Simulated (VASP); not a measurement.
# H4C in VASP: a series of runs, part 2 of 2

VASP 6.6.1.

**3. Single point, PBE+D3(BJ)**

INCAR reads:

```
PREC = Accurate
ENCUT = 520
EDIFF = 1E-6
ISMEAR = -1
SIGMA = 0.05
LREAL = Auto
LASPH = T
NELM = 60
ALGO = Normal
ISIF = 2
LWAVE = F
LCHARG = T
GGA = PE
IVDW = 12
LELF = T
LVHAR = T
NBANDS = 58
```

KPOINTS reads:

```
Automatic mesh
0
Gamma
  1 1 1
```

POSCAR reads:

```
H4C
1.0
    7.8729940000      0.0000000000      0.0000000000
    0.0000000000      7.8729940000      0.0000000000
    0.0000000000      0.0000000000      7.8729940000
H C
32 8
Direct
    0.1037216591      0.9267630586      0.5020580481
    0.0268004777      0.9906777523      0.4932939108
   -0.1235616336     -0.1232948990      0.9536524478
   -0.0425632231     -0.1570939848      0.9058942506
    0.5931034623      0.6690339152      0.4809606104
    0.5977649672      0.7554305262      0.4839709010
    0.4482665680      0.2659090049      0.9099968830
    0.4866001422      0.3646135130      0.9158396412
    1.0621499267      0.3834246539      0.5266357373
    1.0420305160      0.5738604653      0.6329739360
    1.1787256538      0.4095011377      0.7340409506
    0.7960249938      0.3917950401      0.6093107654
    0.8673447484      0.2407089349      0.7840473396
    0.8620481611      0.4834501335      0.8300527093
    0.4254417062     -0.2923538364      1.0409127709
    0.2802745690     -0.3148738587      0.8856986300
    0.4774295522     -0.2565859951      0.8236637803
    0.3290743013      0.0210974376      0.8360986938
    0.2242603005     -0.0420932621      1.0401633737
    0.4057414498      0.0251238601      1.0404174066
    0.8791445796      1.0560912405      0.2634067802
    0.8338250988      0.8882008547      0.3862063149
    0.7268137128      0.9129309637      0.2051189166
    0.5576150572      0.9968380517      0.4802874231
    0.6877561446      1.1829044961      0.4905122499
    0.5460057508      1.1317041522      0.3111141708
    0.2061858551      0.6576913433      0.1928999311
    0.0854566890      0.5274740461      0.3299634167
    0.2627716978      0.6451929215      0.4122446937
    0.3167664042      0.2796902932      0.2593549544
    0.4259624737      0.4705833638      0.1498032388
    0.4615270887      0.4482411647      0.3648294410
    1.0615021426      0.4364667368      0.6512516077
    0.8934212321      0.3725901480      0.7346887347
    0.3853553045     -0.2347899668      0.9322374690
    0.3331261271     -0.0535374471      0.9542494253
    0.7776584105      0.9814309524      0.3058937934
    0.6362255579      1.0819263929      0.3995430455
    0.2138195457      0.5637880583      0.2985395391
    0.3583388988      0.4239175084      0.2654898505
```

Potentials or basis: VASP PAW PBE potentials, release 64 (H, C).

Started as:

```bash
$ cat potpaw_PBE.64/H/POTCAR potpaw_PBE.64/C/POTCAR > POTCAR
$ mpirun -np 1 vasp_gam > vasp.out
```

OUTCAR:

```text
PREC = Accurate
   ENCUT = 520
   EDIFF = 1E-6
   ISMEAR = -1
   LREAL = Auto
   LASPH = T
   NELM = 60
   ISIF = 2
   GGA = PE
   IVDW = 12
 IVDW          = 12

 ion  position               nearest neighbor table
   1  0.104  0.927  0.502-   2 0.79
   2  0.027  0.991  0.493-   1 0.79
   3  0.876  0.877  0.954-   4 0.79
   4  0.957  0.843  0.906-   3 0.79
   5  0.593  0.669  0.481-   6 0.68
[... 335 lines left out ...]
  -------------------------------------------------------------------------------------
  Total      -1.52008    -5.31376    -2.12955    -0.14965    -3.30679    -0.68625
  in kB      -4.99064   -17.44589    -6.99163    -0.49133   -10.85670    -2.25305
  external pressure =       -9.81 kB  Pullay stress =        0.00 kB

 VOLUME and BASIS-vectors are now :
 -----------------------------------------------------------------------------
  energy-cutoff  :      520.00
  volume of cell :      488.00
      direct lattice vectors                 reciprocal lattice vectors
     7.872994000  0.000000000  0.000000000     0.127016482  0.000000000  0.000000000
     0.000000000  7.872994000  0.000000000     0.000000000  0.127016482  0.000000000
     0.000000000  0.000000000  7.872994000     0.000000000  0.000000000  0.127016482

 POSITION                                       TOTAL-FORCE (eV/Angst)
 -----------------------------------------------------------------------------------
      0.81660      7.29640      3.95270        -0.728729      0.762972      0.011886
      0.21100      7.79960      3.88370         1.106342     -0.727953      0.248453
      6.90019      6.90229      7.50810         0.810639     -0.369072     -0.523339
      7.53789      6.63619      7.13210        -0.829184      0.342401      0.464106
      4.66950      5.26730      3.78660        -0.160620     -3.033687     -0.062272
      4.70620      5.94750      3.81030         0.134926      2.848448      0.132386
[... 32 lines left out ...]
      1.68340      4.43870      2.35040         2.036941      1.199040      0.777670
      2.82120      3.33750      2.09020        -0.174503      0.540240      0.520348
 -----------------------------------------------------------------------------------
    total drift:                                0.000725     -0.006380     -0.011025

  FREE ENERGIE OF THE ION-ELECTRON SYSTEM (eV)
  ---------------------------------------------------
  free  energy   TOTEN  =      -187.4351776946 eV

  energy  without entropy=     -187.4351776945  energy(sigma->0) =     -187.43517769
```

OSZICAR:

```text
N       E                     dE             d eps       ncg     rms          rms(c)
DAV:   1     0.335221143866E+03    0.33522E+03   -0.27150E+04   116   0.919E+02
DAV:   2    -0.152628803280E+03   -0.48785E+03   -0.45189E+03   150   0.196E+02
DAV:   3    -0.205541444862E+03   -0.52913E+02   -0.52568E+02   152   0.705E+01
DAV:   4    -0.207097504781E+03   -0.15561E+01   -0.15531E+01   144   0.142E+01
DAV:   5    -0.207139622473E+03   -0.42118E-01   -0.42094E-01   152   0.220E+00    0.227E+01
DAV:   6    -0.189900449768E+03    0.17239E+02   -0.24905E+01   144   0.153E+01    0.114E+01
DAV:   7    -0.186817818803E+03    0.30826E+01   -0.80046E+00   152   0.885E+00    0.570E+00
DAV:   8    -0.186344027676E+03    0.47379E+00   -0.13456E+00   144   0.396E+00    0.111E+00
DAV:   9    -0.186302920687E+03    0.41107E-01   -0.23090E-01   136   0.163E+00    0.447E-01
DAV:  10    -0.186314069276E+03   -0.11149E-01   -0.35732E-02   128   0.672E-01    0.211E-01
DAV:  11    -0.186316087111E+03   -0.20178E-02   -0.50940E-03   120   0.304E-01    0.900E-02
DAV:  12    -0.186316261746E+03   -0.17464E-03   -0.10368E-03   136   0.132E-01    0.390E-02
DAV:  13    -0.186316224013E+03    0.37733E-04   -0.24364E-04   120   0.720E-02    0.143E-02
DAV:  14    -0.186316209697E+03    0.14315E-04   -0.44372E-05   144   0.285E-02    0.815E-03
DAV:  15    -0.186316204265E+03    0.54321E-05   -0.12381E-05   136   0.176E-02    0.423E-03
DAV:  16    -0.186316203609E+03    0.65675E-06   -0.47391E-06   144   0.872E-03
   1 F= -.18743518E+03 E0= -.18743518E+03  d E =-.268837E-10
```

stdout:

```text
POSCAR found type information on POSCAR H C
 POSCAR found :  2 types and      40 ions
 scaLAPACK will be used
 LDA part: xc-table for (Slater+PW92), standard interpolation
 POSCAR, INCAR and KPOINTS ok, starting setup
 FFT: planning ... GRIDC
 FFT: planning ... GRID_SOFT
 FFT: planning ... GRID
 WAVECAR not read
 entering main loop
```

Run time: 33 s. Hardware: 1 thread of Intel Xeon 6975P-C (Granite Rapids), shared host; peak memory 0.45 GiB.

Results:

```
Free energy                : -187.4352 eV
Pressure                   : -1.0 GPa
Largest force              : 3.871 eV/Å
Band gap on the k mesh     : 6.60 eV
Dispersion energy per atom : -0.028 eV
```

Forces in eV/Å, atoms in the order of the input:
```
H   -0.729  0.763  0.012
H    1.106 -0.728  0.248
H    0.811 -0.369 -0.523
H   -0.829  0.342  0.464
H   -0.161 -3.034 -0.062
H    0.135  2.848  0.132
H    0.791  1.887  0.019
H   -0.652 -1.880 -0.222
H    0.887 -0.627 -0.691
H    0.365 -0.099  0.165
H   -0.972  0.296 -1.129
H    1.288 -0.397  2.783
H    0.737  0.933 -0.217
H   -0.204 -2.001 -0.849
H    1.288 -1.198  2.512
H   -0.350  0.206  0.160
H   -0.100  0.396  1.008
H   -0.662 -0.219  0.118
H   -1.132 -0.215 -0.842
H    1.658  0.002  0.087
H    1.176  1.274 -0.752
H    0.333 -0.735  0.765
H   -0.898 -0.954 -1.804
H    0.309  0.097 -0.098
H   -0.498 -0.763 -1.042
H   -0.335  0.802 -0.558
H   -0.009 -0.571  0.207
H   -0.278 -0.531 -0.052
H   -0.788 -0.904 -1.199
H    0.610  2.291  0.012
H   -0.453 -0.921  0.179
H   -1.081 -0.865 -0.554
C   -0.095 -0.732  2.010
C   -2.113  2.496 -1.630
C   -0.441  0.217 -3.840
C   -0.204  0.834  0.681
C   -1.359  0.621  1.924
C    0.985 -0.303  1.278
C    2.037  1.199  0.778
C   -0.175  0.540  0.520
```

Stress tensor (GPa, compression positive):
```
-0.50 -0.05 -0.23
-0.05 -1.74 -1.09
-0.23 -1.09 -0.70
```

Caveat: the k points lie up to 0.80 Å⁻¹ apart.

**4. Relaxation of the atoms, PBE+D3(BJ)**

INCAR reads:

```
PREC = Accurate
ENCUT = 520
EDIFF = 1E-6
ISMEAR = -1
SIGMA = 0.05
LREAL = Auto
LASPH = True
NELM = 80
ALGO = Normal
ISIF = 2
LWAVE = False
LCHARG = False
GGA = PE
IVDW = 12
IBRION = 2
NSW = 35
EDIFFG = -0.3
```

KPOINTS is that of step 3.

POSCAR reads:

```
H4C
1.0
    7.8729940000      0.0000000000      0.0000000000
    0.0000000000      7.8729940000      0.0000000000
    0.0000000000      0.0000000000      7.8729940000
H C
32 8
Direct
    0.2184530000      0.9538542000      0.6823953000
    0.2383134000      0.8651907000      0.6597825000
    0.3371671000      0.0044292000      0.9831500000
    0.4205241000      0.0436719000      0.9998418000
    0.9597104000      0.4658500000      0.3772986000
    0.8960886000      0.4657757000      0.3086017000
    0.2968674000      0.3172255000      0.8164677000
    0.3897090000      0.3290980000      0.8190130000
    0.9709517000      0.5337344000      0.6244893000
    0.7944162000      0.4594246000      0.7409594000
    0.9951529000      0.4751165000      0.8395015000
    0.9312056000      0.1696741000      0.7634276000
    0.9070044000      0.2282920000      0.5484154000
    1.1077411000      0.2439838000      0.6469575000
    0.5044668000     -0.1274866000      0.8383960000
    0.4191884000      0.0179114000      0.6906156000
    0.6049562000     -0.0970429000      0.6403377000
    0.6787423000      0.2041479000      0.7240712000
    0.5782529000      0.1737042000      0.9221294000
    0.7640207000      0.0587499000      0.8718515000
    0.9282909000      0.8658038000      0.1979499000
    0.7213504000      0.7819292000      0.1781328000
    0.7584045000      0.9994355000      0.1385094000
    0.6255072000      0.9593242000      0.4281661000
    0.7953936000      0.8256925000      0.4876065000
    0.8324477000      1.0431988000      0.4479831000
    0.1923120000      0.5705924000      0.5490487000
    0.3457999000      0.7250835000      0.4958888000
    0.2165634000      0.6358095000      0.3359511000
    0.5097716000      0.5048311000      0.3292344000
    0.4855202000      0.4396140000      0.5423320000
    0.3562837000      0.3503400000      0.3823942000
    0.9307231000      0.4424141000      0.7209795000
    0.9714343000      0.2609943000      0.6669374000
    0.5375508000     -0.0322789000      0.7429547000
    0.6456583000      0.1089402000      0.8195124000
    0.7938810000      0.8926896000      0.2198410000
    0.7599171000      0.9324384000      0.4062749000
    0.2855170000      0.6076055000      0.4530751000
    0.4165666000      0.4678180000      0.4252080000
```

Potentials or basis: VASP PAW PBE potentials, release 64 (H, C).

Started as:

```bash
$ cat potpaw_PBE.64/H/POTCAR potpaw_PBE.64/C/POTCAR > POTCAR
$ mpirun -np 1 vasp_gam > vasp.out
```

OUTCAR:

```text
PREC = Accurate
   ENCUT = 520
   EDIFF = 1E-6
   ISMEAR = -1
   LREAL = Auto
   LASPH = True
   NELM = 80
   ISIF = 2
   GGA = PE
   IVDW = 12
   IBRION = 2
   NSW = 35
   EDIFFG = -0.3
 IVDW          = 12

 ion  position               nearest neighbor table
   1  0.218  0.954  0.682-   2 0.74
   2  0.238  0.865  0.660-   1 0.74
   3  0.337  0.004  0.983-   4 0.74
   4  0.421  0.044  1.000-   3 0.74
   5  0.960  0.466  0.377-   6 0.74
   6  0.896  0.466  0.309-   5 0.74
[... 24 lines left out ...]
  31  0.486  0.440  0.542-  40 1.09
  32  0.356  0.350  0.382-  40 1.09
  33  0.931  0.442  0.721-   9 1.09  11 1.09  10 1.09  34 1.52
  34  0.971  0.261  0.667-  12 1.09  14 1.09  13 1.09  33 1.52
  35  0.538  0.968  0.743-  15 1.09  16 1.09  17 1.09  36 1.52
  36  0.646  0.109  0.820-  18 1.09  20 1.09  19 1.09  35 1.52
  37  0.794  0.893  0.220-  21 1.09  23 1.09  22 1.09  38 1.52
  38  0.760  0.932  0.406-  24 1.09  25 1.09  26 1.09  37 1.52
[... 477 lines left out ...]
------------------------ aborting loop because EDIFF is reached ----------------------------------------
[... 151 lines left out ...]
--------------------------------------- Ionic step       21  -------------------------------------------

 number of electron      64.0000000 magnetization

 Free energy of the ion-electron system (eV)
  ---------------------------------------------------
  ext. energy  EPLUGINS =         0.00000000
  ---------------------------------------------------
  free energy    TOTEN  =      -188.78900778 eV

  energy without entropy =     -188.78900778  energy(sigma->0) =     -188.78900778

 E-fermi :  -4.3268     XC(G=0):  -5.5786

 val. band max:       -5.5848449750   @ k =   0.0000   0.0000   0.0000
 cond. band min:       1.3739551479   @ k =   0.0000   0.0000   0.0000
 fundamental gap:      6.9588001229
 Fermi energy:        -4.3268477930

 k-point     1 :       0.0000    0.0000    0.0000
  band No.  band energies     occupation
      1     -16.6261      2.00000
      2     -16.4451      2.00000
      3     -16.4134      2.00000
      4     -16.2413      2.00000
      5     -13.0737      2.00000
      6     -13.0373      2.00000
[... 36 lines left out ...]
     43       3.8674      0.00000
     44       4.0348      0.00000
 [bands above 44 left out]

------------------------ aborting loop because EDIFF is reached ----------------------------------------

 Edisp (eV)   -1.14785

 E8    (eV) :    -0.2448
[... 63 lines left out ...]
  FREE ENERGIE OF THE ION-ELECTRON SYSTEM (eV)
  ---------------------------------------------------
  free  energy   TOTEN  =      -189.9368569070 eV

  energy  without entropy=     -189.9368569070  energy(sigma->0) =     -189.93685691

 reached required accuracy - stopping structural energy minimisation
```

OSZICAR:

```text
N       E                     dE             d eps       ncg     rms          rms(c)
DAV:   1     0.382528916025E+03    0.38253E+03   -0.27611E+04   106   0.101E+03
DAV:   2    -0.145160676433E+03   -0.52769E+03   -0.50476E+03   143   0.214E+02
DAV:   3    -0.207722444842E+03   -0.62562E+02   -0.62269E+02   140   0.808E+01
[... 198 lines left out ...]
DAV:   2    -0.188789149744E+03   -0.30397E-03   -0.58241E-03   124   0.304E-01    0.114E-01
DAV:   3    -0.188788999771E+03    0.14997E-03   -0.58255E-04   132   0.112E-01    0.257E-02
DAV:   4    -0.188789011640E+03   -0.11869E-04   -0.16095E-04   124   0.474E-02    0.155E-02
DAV:   5    -0.188789007699E+03    0.39408E-05   -0.16208E-05   140   0.178E-02    0.537E-03
DAV:   6    -0.188789007779E+03   -0.80177E-07   -0.49965E-06   116   0.914E-03
  21 F= -.18993686E+03 E0= -.18993686E+03  d E =-.112070E-01
```

It took 6 min on 1 thread of Intel Xeon 6975P-C (Granite Rapids), shared host; peak memory 0.51 GiB.

What came out:

```
Free energy                  : -189.9369 eV
Energy gained by relaxing    : 24.8 meV/atom
Ionic steps                  : 21
Pressure after relaxing      : 0.2 GPa
Largest force after relaxing : 0.288 eV/Å
Band gap on the k mesh       : 6.96 eV
Dispersion energy per atom   : -0.029 eV
```

Forces on the atoms (eV/Å):
```
H   -0.036  0.007  0.009
H   -0.012 -0.011  0.010
H   -0.042 -0.009  0.032
H   -0.025  0.007  0.050
H   -0.006  0.005 -0.035
H   -0.031  0.007 -0.063
H   -0.002  0.047  0.055
H    0.040  0.046  0.040
H   -0.112  0.056  0.009
H    0.098  0.097  0.033
H    0.004 -0.066 -0.025
H    0.078 -0.046  0.067
H    0.011  0.025 -0.063
H    0.012  0.076 -0.033
H    0.150  0.082  0.067
H   -0.006  0.019  0.026
H   -0.090 -0.089  0.145
H   -0.186  0.025  0.209
H    0.151 -0.004 -0.245
H   -0.198 -0.069 -0.010
H   -0.040  0.007  0.042
H    0.039  0.017 -0.099
H    0.058 -0.087 -0.046
H   -0.067  0.020 -0.079
H    0.106 -0.088 -0.090
H    0.068 -0.002 -0.033
H    0.002 -0.015  0.025
H    0.060  0.045 -0.019
H    0.049 -0.019 -0.047
H    0.015 -0.023 -0.005
H    0.036 -0.056 -0.066
H    0.018  0.013  0.032
C   -0.009  0.040 -0.012
C    0.008  0.001  0.017
C    0.024  0.022 -0.005
C   -0.108 -0.079 -0.016
C   -0.005 -0.049  0.029
C   -0.045 -0.004  0.113
C   -0.010  0.050  0.009
C    0.003  0.002 -0.027
```

The path:
```csv
step,energy change (eV),largest force (eV/Å),pressure (GPa)
1,0.0000,0.6831,1.68
2,-0.0182,1.1981,0.95
3,-0.0600,0.6797,1.26
4,-0.1603,0.6006,1.18
5,-0.2587,1.1373,1.01
6,-0.3223,0.7651,0.97
7,-0.3832,1.5742,0.89
8,-0.4414,1.1962,0.81
9,-0.5383,0.7712,0.59
10,-0.5461,1.1081,0.52
11,-0.6167,0.8484,0.52
12,-0.6750,0.8484,0.55
13,-0.7549,0.7714,0.54
14,-0.7947,0.9403,0.54
15,-0.8643,0.4904,0.45
16,-0.8719,0.5654,0.41
17,-0.9051,0.4746,0.36
18,-0.9174,0.7271,0.32
19,-0.9436,0.5360,0.29
20,-0.9798,0.3524,0.18
21,-0.9910,0.2877,0.21
```

Final structure:
```cif
data_structure
_symmetry_space_group_name_H-M 'P 1'
_symmetry_Int_Tables_number 1
_cell_length_a 7.8730
_cell_length_b 7.8730
_cell_length_c 7.8730
_cell_angle_alpha 90.000
_cell_angle_beta 90.000
_cell_angle_gamma 90.000
_cell_volume 488.00
loop_
_atom_site_label
_atom_site_type_symbol
_atom_site_fract_x
_atom_site_fract_y
_atom_site_fract_z
_atom_site_occupancy
H1 H 0.12883 0.93812 0.68256 1
H2 H 0.15885 0.85049 0.66120 1
H3 H 0.27927 0.00725 0.04500 1
H4 H 0.35568 0.05358 0.07798 1
H5 H 0.95192 0.46483 0.35347 1
H6 H 0.88602 0.46580 0.28469 1
H7 H 0.29230 0.33369 0.82606 1
H8 H 0.38661 0.34572 0.82510 1
H9 H 0.96232 0.55128 0.63972 1
H10 H 0.79869 0.44571 0.75364 1
H11 H 0.99892 0.48432 0.85080 1
H12 H 0.97992 0.17754 0.75629 1
H13 H 0.92298 0.24060 0.55043 1
H14 H 0.13141 0.27824 0.62471 1
H15 H 0.50034 0.86905 0.84823 1
H16 H 0.43663 0.01039 0.68675 1
H17 H 0.62524 0.89273 0.66101 1
H18 H 0.68079 0.19965 0.73053 1
H19 H 0.58317 0.17025 0.93592 1
H20 H 0.77533 0.06445 0.88048 1
H21 H 0.93966 0.85712 0.17899 1
H22 H 0.73044 0.77434 0.15759 1
H23 H 0.76914 0.99376 0.12158 1
H24 H 0.62971 0.95528 0.40148 1
H25 H 0.79048 0.81702 0.47134 1
H26 H 0.83668 0.03306 0.43329 1
H27 H 0.20934 0.57903 0.54853 1
H28 H 0.36450 0.72593 0.48178 1
H29 H 0.22240 0.63640 0.33213 1
H30 H 0.51818 0.49501 0.32069 1
H31 H 0.49243 0.43567 0.53689 1
H32 H 0.35903 0.34599 0.37806 1
C1 C 0.93662 0.44882 0.73072 1
C2 C 0.99717 0.27809 0.66205 1
C3 C 0.54818 0.96112 0.75462 1
C4 C 0.65162 0.10675 0.83089 1
C5 C 0.80430 0.88477 0.20071 1
C6 C 0.76446 0.92396 0.38558 1
C7 C 0.29854 0.60856 0.44575 1
C8 C 0.42370 0.46321 0.41846 1
```

Caveat: the k points lie up to 0.80 Å⁻¹ apart; the relaxation stopped at a loose force limit of 0.3 eV/Å, so its end isn't a converged minimum.
